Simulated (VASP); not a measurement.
A run of VASP 6.6.1 is set up as follows.

Contents of INCAR:

```
SYSTEM = Si17H6Cl2
PREC = Accurate
ENCUT = 520
EDIFF = 1E-6
ISMEAR = -1
SIGMA = 0.02
LREAL = Auto
LASPH = .True.
NELM = 80
ALGO = Normal
ISIF = 2
LWAVE = .False.
LCHARG = .False.
NBANDS = 62
```

The input KPOINTS:

```
regular mesh
0
Gamma
  2 2 1
  0 0 0
```

File POSCAR:

```
Si17H6Cl2
1.0
    7.6791800000      0.0000000000      0.0000000000
    3.8395900000      6.6503650000      0.0000000000
    0.0000000000      0.0000000000     17.8687650000
H Si Cl
6 17 2
Direct
    0.1666668792      0.1666675438      0.0559635767
    0.6666681814      0.1666675438      0.0559635767
    0.1666662146      0.6666701752      0.0559635767
    0.6666675168      0.6666701752      0.0559635767
   -0.0575146695      0.5686454804      0.4377806748
    0.5315821833      0.4102481593      0.4041857398
    0.1666668792      0.1666675438      0.1399089417
    0.6666681814      0.1666675438      0.1399089417
    0.1666662146      0.6666701752      0.1399089417
    0.6666675168      0.6666701752      0.1399089417
   -0.1725988259      0.3432443182      0.1746847082
    0.3138427255      0.3530182178      0.1788036274
   -0.1691219678      0.8362398154      0.1710638648
    0.3282382431      0.8310521302      0.1922908494
   -0.1735972837      0.3953767951      0.3077493044
    0.3329474718      0.3756485546      0.3036527706
   -0.1574531646      0.8785081721      0.2984705434
    0.3296024306      0.8585092698      0.3342984252
   -0.0010230739      0.0387948631      0.3550273340
    0.5135122750      0.0273067719      0.3449371011
   -0.0132204949      0.5603000738      0.3497723542
    0.5105469676      0.5275349548      0.3356583401
    0.7897938913      0.0486589834      0.4545193806
    0.6925123823      0.2909614735      0.5288222213
    0.8348400478     -0.1687125443      0.5432160533
```

Potentials or basis: VASP PAW LDA potentials, release 64 (H, Si, Cl).

Command:

```sh
$ cat potpaw_LDA.64/H/POTCAR potpaw_LDA.64/Si/POTCAR potpaw_LDA.64/Cl/POTCAR > POTCAR
$ mpirun -np 1 vasp_std > vasp.out
```

Question: Estimate the band gap on the k mesh.

Answer: 0.76 eV, direct.

Question: Predict the largest force.

Answer: 2.887 eV/Å.

Forces in eV/Å, atoms in the order of the input:
```
H    0.071 -0.201 -0.089
H    0.020  0.202 -0.149
H    0.362  0.123 -0.134
H   -0.206  0.219 -0.121
H    0.493 -0.102 -1.177
H    0.106  0.193  0.951
Si  -0.259 -0.180  0.251
Si  -0.718  1.020 -0.294
Si   0.079  1.220 -0.677
Si  -0.850  0.808 -0.091
Si   0.621 -0.981  1.096
Si   0.427 -2.012 -0.345
Si   0.494 -0.189  0.695
Si   0.643  0.631 -0.102
Si   1.246 -2.226 -1.352
Si  -1.351 -0.816  0.573
Si  -0.786 -0.269 -0.298
Si   1.163  0.665 -1.301
Si  -1.226  1.356  0.016
Si   1.435  1.103  0.740
Si   0.645 -0.336  1.118
Si  -1.401 -0.388  0.905
Si  -1.782 -0.201  1.415
Cl   0.207 -0.229 -0.372
Cl   0.566  0.590 -1.259
```

Caveat: the k points lie up to 0.47 Å⁻¹ apart.
